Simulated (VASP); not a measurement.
# PbF2 (Fm-3m) in VASP: a series of runs

The runs below take PbF2 through single point, relaxation of cell and atoms, with BLYP+D3(BJ), BLYP+D4.

All numbers are computed with VASP 6.6.1; they aren't measurements. Logs are shortened: lines on timing, memory, paths and dates and some standing lists are left out, and cuts for length are marked.

**1. The cell of the first run**

It takes space group Fm-3m (No. 225, cubic). The conventional cell has a = 5.978 Å, b = 5.978 Å, c = 5.978 Å, α = 90.00°, β = 90.00°, γ = 90.00°. Pb (site symmetry m-3m) has 8 F at 2.59 Å within 3.4 Å. F (site symmetry -43m) has 4 Pb at 2.59 Å and 6 F at 2.99 Å within 3.4 Å.

**2. Single point, BLYP+D3(BJ)**

File INCAR:

```
PREC     = Accurate       # precision mode
ENCUT    = 600            # plane-wave cutoff, eV
EDIFF    = 1E-6           # SCF threshold, eV
ISMEAR   = -1             # smearing method
SIGMA    = 0.05           # smearing width, eV
LREAL    = False          # projectors in reciprocal space
LASPH    = True           # aspherical terms in the spheres
NELM     = 120            # most SCF steps
ALGO     = Normal         # electronic algorithm
ISIF     = 2              # what is computed and relaxed
LWAVE    = False          # write WAVECAR
LCHARG   = False          # write CHGCAR
GGA      = B5             # functional
ALDAX    = 1.0          
AGGAX    = 1.0          
AGGAC    = 1.0          
ALDAC    = 0.0          
IVDW     = 12             # dispersion correction
VDW_S6   = 1.0          
VDW_S8   = 2.6996       
VDW_A1   = 0.4298       
VDW_A2   = 4.2359       
NBANDS   = 21             # bands
GGA_COMPAT= False
```

File KPOINTS:

```
Automatic mesh
0
Gamma
  8 8 8
```

File POSCAR:

```
PbF2
1.0
    0.0000000000      2.9890021330      2.9890021330
    2.9890021330      0.0000000000      2.9890021330
    2.9890021330      2.9890021330      0.0000000000
Pb F
1 2
Direct
    0.0000000000      0.0000000000      0.0000000000
    0.7500000000      0.7500000000      0.7500000000
    0.2500000000      0.2500000000      0.2500000000
```

Potentials or basis: VASP PAW PBE potentials, release 64 (Pb_d, F).

On the command line:

```console
> cat potpaw_PBE.64/Pb_d/POTCAR potpaw_PBE.64/F/POTCAR > POTCAR
> mpirun -np 1 vasp_std > vasp.out
```

OUTCAR:

```text
PREC = Accurate
   ENCUT = 600
   EDIFF = 1E-6
   ISMEAR = -1
   LREAL = False
   LASPH = True
   NELM = 120
   ISIF = 2
   GGA = B5
   IVDW = 12
 IVDW          = 12

 ion  position               nearest neighbor table
   1  0.000  0.000  0.000-   2 2.59   2 2.59   2 2.59   2 2.59   3 2.59   3 2.59   3 2.59   3 2.59

   2  0.750  0.750  0.750-   1 2.59   1 2.59   1 2.59   1 2.59
   3  0.250  0.250  0.250-   1 2.59   1 2.59   1 2.59   1 2.59

  LATTYP: Found a face centered cubic cell.
 ALAT       =     5.9780042660

  Lattice vectors:

 A1 = (   0.0000000000,   2.9890021330,   2.9890021330)
 A2 = (   2.9890021330,   0.0000000000,   2.9890021330)
 A3 = (   2.9890021330,   2.9890021330,   0.0000000000)

Analysis of symmetry for initial positions (statically):
=====================================================================
 Subroutine PRICEL returns:
 Original cell was already a primitive cell.

 Routine SETGRP: Setting up the symmetry group for a
 face centered cubic supercell.

 Subroutine GETGRP returns: Found 48 space group operations
 (whereof 48 operations were pure point group operations)
 out of a pool of 48 trial point group operations.

The static configuration has the point symmetry O_h .

Analysis of symmetry for dynamics (positions and initial velocities):
=====================================================================
 Subroutine PRICEL returns:
 Original cell was already a primitive cell.

 Routine SETGRP: Setting up the symmetry group for a
 face centered cubic supercell.

 Subroutine GETGRP returns: Found 48 space group operations
 (whereof 48 operations were pure point group operations)
 out of a pool of 48 trial point group operations.

The dynamic configuration has the point symmetry O_h .

 Subroutine INISYM returns: Found 48 space group operations
 (whereof 48 operations are pure point group operations),
 and found     1 'primitive' translations

----------------------------------------------------------------------------------------

                                     Primitive cell

  volume of cell :      53.4083

  direct lattice vectors                    reciprocal lattice vectors
     0.000000000  2.989002133  2.989002133    -0.167279907  0.167279907  0.167279907
     2.989002133  0.000000000  2.989002133     0.167279907 -0.167279907  0.167279907
     2.989002133  2.989002133  0.000000000     0.167279907  0.167279907 -0.167279907

  length of vectors
     4.227087354  4.227087354  4.227087354     0.289737299  0.289737299  0.289737299

  position of ions in fractional coordinates (direct lattice)
     0.000000000  0.000000000  0.000000000
     0.750000000  0.750000000  0.750000000
     0.250000000  0.250000000  0.250000000

  ion indices of the primitive-cell ions
   primitive index   ion index
                 1           1
                 2           2
                 3           3

----------------------------------------------------------------------------------------

 KPOINTS: Automatic mesh

Automatic generation of k-mesh.
 Grid dimensions read from file:
 generate k-points for:    8    8    8

 Generating k-lattice:

  Cartesian coordinates                     Fractional coordinates (reciprocal lattice)
    -0.020909988  0.020909988  0.020909988     0.125000000  0.000000000  0.000000000
     0.020909988 -0.020909988  0.020909988     0.000000000  0.125000000  0.000000000
     0.020909988  0.020909988 -0.020909988     0.000000000  0.000000000  0.125000000

  Length of vectors
     0.036217162  0.036217162  0.036217162

  Shift w.r.t. Gamma in fractional coordinates (k-lattice)
     0.000000000  0.000000000  0.000000000

 Subroutine IBZKPT returns following result:
 ===========================================

 Found     29 irreducible k-points:

 Following reciprocal coordinates:
            Coordinates               Weight
  0.000000  0.000000  0.000000      1.000000
  0.125000  0.000000  0.000000      8.000000
  0.250000  0.000000  0.000000      8.000000
  0.375000  0.000000  0.000000      8.000000
  0.500000  0.000000  0.000000      4.000000
  0.125000  0.125000  0.000000      6.000000
[... 16 lines left out ...]
  0.500000  0.250000  0.125000     48.000000
 -0.375000  0.250000  0.125000     24.000000
 [... further k-points ...]
   k-points           NKPTS =     29   k-points in BZ     NKDIM =     29   number of bands    NBANDS=     21
   number of dos      NEDOS =    301   number of ions     NIONS =      3
   total plane-waves  NPLWV =  46656
   dimension x,y,z NGX =    36 NGY =   36 NGZ =   36
   dimension x,y,z NGXF=    72 NGYF=   72 NGZF=   72
   ions per type =               1   2
   NGX,Y,Z   is equivalent  to a cutoff of  14.16, 14.16, 14.16 a.u.
   NGXF,Y,Z  is equivalent  to a cutoff of  28.32, 28.32, 28.32 a.u.
 SYSTEM =  unknown system
   PREC   = accura    normal or accurate (medium, high low for compatibility)
   ISTART =      0    job   : 0-new  1-cont  2-samecut
   ICHARG =      2    charge: 1-file 2-atom 10-const
   ISPIN  =      1    spin polarized calculation?
   LNONCOLLINEAR =      F non collinear calculations
   LSORBIT =      F    spin-orbit coupling
   LASPH  =      T    aspherical Exc in radial PAW
   ENCUT  =  600.0 eV  44.10 Ry    6.64 a.u.   8.44  8.44  8.44*2*pi/ulx,y,z
   NELM   =    120;   NELMIN=  2; NELMDL= -5     # of ELM steps
   EDIFF  = 0.1E-05   stopping-criterion for ELM
   LREAL  =      F    real-space projection
   EDIFFG = 0.1E-04   stopping-criterion for IOM
   NSW    =      0    number of steps for IOM
   IBRION =     -1    ionic relax: 0-MD 1-quasi-New 2-CG
   NFREE  =      0    steps in history (QN), initial steepest desc. (CG)
   ISIF   =      2    stress and relaxation
   ISYM   =      2    0-nonsym 1-usesym 2-fastsym
   POTIM  = 0.5000    time-step for ionic-motion
   TEBEG  =    0.0;   TEEND  =   0.0 temperature during run
   PSTRESS=    0.0 pullay stress
   NELECT =      28.0000    total number of electrons
   NUPDOWN=      -1.0000    fix difference up-down
   EMIN   =  10.00;   EMAX   =-10.00  energy-range for DOS
   EFERMI =   0.00;   METHOD = LEGACY
   ISMEAR =    -1;   SIGMA  =   0.05  broadening in eV -4-tet -1-fermi 0-gaus
   EFERMI_NEDOS =   21; number of points for ismear=-14 and -15
   IALGO  =     38    algorithm
   IMIX   =      4    mixing-type and parameters
     AMIX     =   0.40;   BMIX     =  1.00
     AMIX_MAG =   1.60;   BMIX_MAG =  1.00
  volume/ion in A,a.u.               =      17.80       120.14
  Fermi-wavevector in a.u.,A,eV,Ry     =   1.320053  2.494538 23.708686  1.742539
  Thomas-Fermi vector in A             =   2.449907
   LORBIT       =      0    0 simple, 1 ext, 2 COOP (PROOUT), +10 PAW based schemes
   GGA     = B5    functional components
   LHFCALC =     F    Hartree Fock is set to
   AEXX    =    0.0000 exact exchange contribution
   IVDW    =    12    specifies the selected vdW correction
   LEPSILON=     F    determine dielectric tensor
   LRPA    =     F    only Hartree local field effects (RPA)
 non-spin polarized calculation
  energy-cutoff  :      600.00
  volume of cell :       53.41
 maximum number of plane-waves:      1812
 NGX is ok and might be reduce to    36
   NGX = 17   NGY = 17   NGZ = 17

 number of electron      28.0000001 magnetization

 Free energy of the ion-electron system (eV)
  ---------------------------------------------------
  ext. energy  EPLUGINS =         0.00000000
  ---------------------------------------------------
  free energy    TOTEN  =       -13.85544753 eV

  energy without entropy =      -13.85544753  energy(sigma->0) =      -13.85544753

 E-fermi :   2.9523     XC(G=0):  -8.9932

 val. band max:        1.8079555335   @ k =  -0.2500   0.5000   0.2500
 cond. band min:       6.2937866697   @ k =   0.5000   0.5000   0.0000
 fundamental gap:      4.4858311362
 Fermi energy:         2.9523338607

 k-point     1 :       0.0000    0.0000    0.0000
  band No.  band energies     occupation
      1     -18.9649      2.00000
      2     -18.3847      2.00000
      3     -12.4682      2.00000
      4     -12.4682      2.00000
      5     -12.4682      2.00000
      6     -12.4170      2.00000
[... 13 lines left out ...]
     20      17.0354      0.00000
     21      19.2619      0.00000

 k-point     2 :       0.1250    0.0000    0.0000
  band No.  band energies     occupation
      1     -18.9369      2.00000
      2     -18.4101      2.00000
      3     -12.4625      2.00000
      4     -12.4625      2.00000
      5     -12.4389      2.00000
      6     -12.4169      2.00000
[... 13 lines left out ...]
     20      16.5904      0.00000
     21      18.6546      0.00000

 k-point     3 :       0.2500    0.0000    0.0000
  band No.  band energies     occupation
      1     -18.8629      2.00000
      2     -18.4761      2.00000
      3     -12.4539      2.00000
      4     -12.4539      2.00000
      5     -12.4116      2.00000
      6     -12.4116      2.00000
[... 13 lines left out ...]
     20      16.0049      0.00000
     21      17.4510      0.00000

 k-point     4 :       0.3750    0.0000    0.0000
  band No.  band energies     occupation
      1     -18.7679      2.00000
      2     -18.5611      2.00000
      3     -12.4529      2.00000
      4     -12.4529      2.00000
      5     -12.3985      2.00000
      6     -12.3985      2.00000
[... 13 lines left out ...]
     20      15.6734      0.00000
     21      16.4239      0.00000

 k-point     5 :       0.5000    0.0000    0.0000
  band No.  band energies     occupation
      1     -18.6959      2.00000
      2     -18.6282      2.00000
      3     -12.4538      2.00000
      4     -12.4538      2.00000
      5     -12.3916      2.00000
      6     -12.3916      2.00000
[... 13 lines left out ...]
     20      15.5779      0.00000
     21      16.0123      0.00000
[... 382 lines left out ...]
     20      18.6538      0.00000
     21      19.0751      0.00000

 k-point    22 :       0.3750    0.2500    0.1250
  band No.  band energies     occupation
      1     -18.8109      2.00000
      2     -18.5197      2.00000
      3     -12.4362      2.00000
      4     -12.4324      2.00000
      5     -12.4218      2.00000
      6     -12.3953      2.00000
[... 13 lines left out ...]
     20      17.0661      0.00000
     21      17.9471      0.00000

 k-point    23 :       0.5000    0.2500    0.1250
  band No.  band energies     occupation
      1     -18.7352      2.00000
      2     -18.5853      2.00000
      3     -12.4361      2.00000
      4     -12.4285      2.00000
      5     -12.4059      2.00000
      6     -12.3752      2.00000
[... 13 lines left out ...]
     20      17.6190      0.00000
     21      18.2175      0.00000

 k-point    24 :      -0.3750    0.2500    0.1250
  band No.  band energies     occupation
      1     -18.6749      2.00000
      2     -18.6410      2.00000
      3     -12.4361      2.00000
      4     -12.4300      2.00000
      5     -12.3952      2.00000
      6     -12.3671      2.00000
[... 13 lines left out ...]
     20      17.8065      0.00000
     21      18.3415      0.00000

 [... further k-points ...]

------------------------ aborting loop because EDIFF is reached ----------------------------------------

 Edisp (eV)   -1.02157

 E8    (eV) :    -0.7471

  FORCE on cell =-STRESS in cart. coord.  units (eV):
  Direction    XX          YY          ZZ          XY          YZ          ZX
  --------------------------------------------------------------------------------------
  -------------------------------------------------------------------------------------
  Total       0.02036     0.02036     0.02036    -0.00000    -0.00000    -0.00000
  in kB       0.61075     0.61075     0.61075    -0.00000    -0.00000    -0.00000
  external pressure =        0.61 kB  Pullay stress =        0.00 kB

 VOLUME and BASIS-vectors are now :
 -----------------------------------------------------------------------------
  energy-cutoff  :      600.00
  volume of cell :       53.41
      direct lattice vectors                 reciprocal lattice vectors
     0.000000000  2.989002133  2.989002133    -0.167279907  0.167279907  0.167279907
     2.989002133  0.000000000  2.989002133     0.167279907 -0.167279907  0.167279907
     2.989002133  2.989002133  0.000000000     0.167279907  0.167279907 -0.167279907

 POSITION                                       TOTAL-FORCE (eV/Angst)
 -----------------------------------------------------------------------------------
      0.00000      0.00000      0.00000        -0.000000     -0.000000     -0.000000
      4.48350      4.48350      4.48350         0.000000      0.000000      0.000000
      1.49450      1.49450      1.49450        -0.000000     -0.000000     -0.000000
 -----------------------------------------------------------------------------------
    total drift:                                0.000000      0.000000      0.000000

  FREE ENERGIE OF THE ION-ELECTRON SYSTEM (eV)
  ---------------------------------------------------
  free  energy   TOTEN  =       -14.8770160770 eV

  energy  without entropy=      -14.8770160770  energy(sigma->0) =      -14.87701608
```

Wall time 88 s (1 thread of AMD EPYC 7R43 (Zen 3), shared host); peak memory 0.19 GiB.

Results:

```yaml
Free_energy: -14.8770 eV
Pressure: 0.1 GPa
Band_gap_on_the_k_mesh: 4.49 eV (least direct gap 4.63 eV)
Dispersion_energy_per_atom: -0.341 eV
```

Levels at points of the mesh, in eV from the valence-band top:
```csv
k point,band 10,band 11,band 12,band 13,band 14,band 15,band 16,band 17,band 18,band 19
"(0.00, 0.00, 0.00)",-2.30,-2.30,-1.83,-1.83,-1.83,6.77,6.77,6.77,10.70,15.23
"(0.50, 0.00, 0.00)",-2.49,-2.49,-1.99,-1.99,-0.02,5.08,7.61,7.61,13.29,13.77
"(0.50, 0.50, 0.00)",-3.33,-1.43,-1.43,-1.42,-0.14,4.49,7.82,7.82,9.11,14.24
```

Caveat: the PAW data sets were made with another functional, which shifts forces and pressure a little; spin-orbit coupling is left out, which moves the levels of the heavy elements. Expect the measured gap to be larger: semilocal functionals such as BLYP lack the derivative discontinuity.

**3. Single point, BLYP+D4**

This run uses another cell than the first one, of 18.09 Å³/atom.

File INCAR:

```
PREC = Accurate
ENCUT = 600
EDIFF = 1E-6
ISMEAR = -1
SIGMA = 0.05
LREAL = False
LASPH = True
NELM = 120
ALGO = Normal
ISIF = 2
LWAVE = False
LCHARG = True
GGA = B5
ALDAX = 1.0
AGGAX = 1.0
AGGAC = 1.0
ALDAC = 0.0
IVDW = 13
VDW_S6 = 1.0
VDW_S8 = 2.34076671
VDW_A1 = 0.44488865
VDW_A2 = 4.0933009
LELF = True
LVHAR = True
NBANDS = 21
GGA_COMPAT = False
```

KPOINTS is that of step 2.

File POSCAR:

```
PbF2
1.0
    0.0000000000      3.0052678021      3.0052678021
    3.0052678021      0.0000000000      3.0052678021
    3.0052678021      3.0052678021      0.0000000000
Pb F
1 2
Direct
    0.0000000000      0.0000000000      0.0000000000
    0.7500000000      0.7500000000      0.7500000000
    0.2500000000      0.2500000000      0.2500000000
```

Potentials or basis: VASP PAW PBE potentials, release 64 (Pb_d, F).

On the command line:

```console
> cat potpaw_PBE.64/Pb_d/POTCAR potpaw_PBE.64/F/POTCAR > POTCAR
> mpirun -np 1 vasp_std > vasp.out
```

Run time: 87 s. Hardware: 1 thread of AMD EPYC 7R43 (Zen 3), shared host; peak memory 0.18 GiB.

It converged, with:

```
Free energy                : -14.9237 eV
Pressure                   : 0.0 GPa
Band gap on the k mesh     : 4.48 eV (least direct gap 4.62 eV)
Dispersion energy per atom : -0.351 eV
```

Levels at points of the mesh, in eV from the valence-band top:
```
           k point  band 11  band 12  band 13  band 14  band 15  band 16  band 17  band 18
(0.00, 0.00, 0.00)    -2.20    -1.73    -1.73    -1.73     6.75     6.75     6.75    10.66
(0.50, 0.00, 0.00)    -2.38    -1.89    -1.89    -0.01     5.08     7.55     7.55    13.26
(0.50, 0.50, 0.00)    -1.34    -1.34    -1.34    -0.14     4.48     7.76     7.76     9.15
```

Caveat: the PAW data sets were made with another functional, which shifts forces and pressure a little; spin-orbit coupling is left out, which moves the levels of the heavy elements.

**4. Relaxation of cell and atoms, BLYP+D3(BJ)**

This run uses another cell than the first one, of 17.35 Å³/atom.

File INCAR:

```
SYSTEM = PbF2
AGGAC = 1.0
AGGAX = 1.0
ALDAC = 0.0
ALDAX = 1.0
ALGO = Normal
EDIFF = 1E-7
EDIFFG = -0.01
ENCUT = 600
GGA = B5
GGA_COMPAT = .FALSE.
IBRION = 2
ISIF = 3
ISMEAR = -1
IVDW = 12
LASPH = .TRUE.
LCHARG = .FALSE.
LREAL = .FALSE.
LWAVE = .FALSE.
NELM = 120
NELMIN = 4
NSW = 60
PREC = Accurate
SIGMA = 0.05
VDW_A1 = 0.4298
VDW_A2 = 4.2359
VDW_S6 = 1.0
VDW_S8 = 2.6996
```

File KPOINTS:

```
k-points
0
G
  8 8 8
  0 0 0
```

File POSCAR:

```
PbF2
1.0
    0.0000000000      2.9636600000      2.9636600000
    2.9636600000      0.0000000000      2.9636600000
    2.9636600000      2.9636600000      0.0000000000
Pb F
1 2
Direct
    0.0000000000      0.0000000000      0.0000000000
    0.7500000000      0.7500000000      0.7500000000
    0.2500000000      0.2500000000      0.2500000000
```

On the command line:

```console
> cat potpaw_PBE.64/Pb_d/POTCAR potpaw_PBE.64/F/POTCAR > POTCAR
> mpirun -np 1 vasp_std > vasp.out
```

Wall time 3.4 min (1 thread of AMD EPYC 7R43 (Zen 3), shared host); peak memory 0.2 GiB.

It converged, with:

* Free energy: -14.8747 eV
* Relaxed volume: 17.81 Å³/atom
* Relaxed cell: a = 4.228 Å, b = 4.228 Å, c = 4.228 Å, α = 60.00°, β = 60.00°, γ = 60.00°
* Space group after relaxing (to 0.1 Å): Fm-3m (No. 225)
* Energy gained by relaxing: 2.7 meV/atom
* Ionic steps: 3
* Pressure after relaxing: 0.0 GPa
* Band gap on the k mesh: 4.49 eV (least direct gap 4.63 eV)
* Dispersion energy per atom: -0.340 eV

Step by step:
| step | energy change (eV) | largest force (eV/Å) | pressure (GPa) | volume (Å³) |
| --- | --- | --- | --- | --- |
| 1 | 0.0000 | 0.0000 | 1.94 | 52.06 |
| 2 | -0.0081 | 0.0000 | -0.29 | 53.66 |
| 3 | -0.0082 | 0.0000 | -0.01 | 53.44 |

Final structure:
```
Pb F
1.0
     0.00000    2.98965    2.98965
     2.98965    0.00000    2.98965
     2.98965    2.98965    0.00000
Pb F
1 2
Direct
  0.00000 0.00000 0.00000
  0.75000 0.75000 0.75000
  0.25000 0.25000 0.25000
```

Levels at points of the mesh, in eV from the valence-band top:
```csv
k point,band 11,band 12,band 13,band 14,band 15,band 16,band 17,band 18
"(0.00, 0.00, 0.00)",-2.30,-1.83,-1.83,-1.83,6.77,6.77,6.77,10.70
"(0.50, 0.00, 0.00)",-2.49,-1.99,-1.99,-0.02,5.08,7.60,7.60,13.29
"(0.50, 0.50, 0.00)",-1.42,-1.42,-1.42,-0.14,4.49,7.82,7.82,9.12
```

Caveat: the PAW data sets were made with another functional, which shifts forces and pressure a little; spin-orbit coupling is left out, which moves the levels of the heavy elements. Zero-point motion and thermal expansion aren't in these numbers.

**5. The runs side by side**

| task | level | cell | gap on the mesh (eV) | pressure (GPa) |
| --- | --- | --- | --- | --- |
| single point | BLYP+D3(BJ) | a = 4.227 Å, angles 60.0°, 3 atoms | 4.49 | 0.1 |
| single point | BLYP+D4 | a = 4.250 Å, angles 60.0°, 3 atoms | 4.48 | 0.0 |
| relaxation of cell and atoms | BLYP+D3(BJ) | relaxed from a = 4.191 Å, angles 60.0°, 3 atoms | 4.49 | 0.0 |

Alike in all rows: potentials or basis VASP PAW PBE potentials, release 64 (Pb_d, F); no spin polarisation; k mesh 8 × 8 × 8; cutoff (eV) 600; smearing fermi-dirac 0.05 eV.

Caveats: the PAW data sets were made with another functional, which shifts forces and pressure a little; spin-orbit coupling is left out, which moves the levels of the heavy elements.

Absolute energies hang on the potentials; compare differences alone.
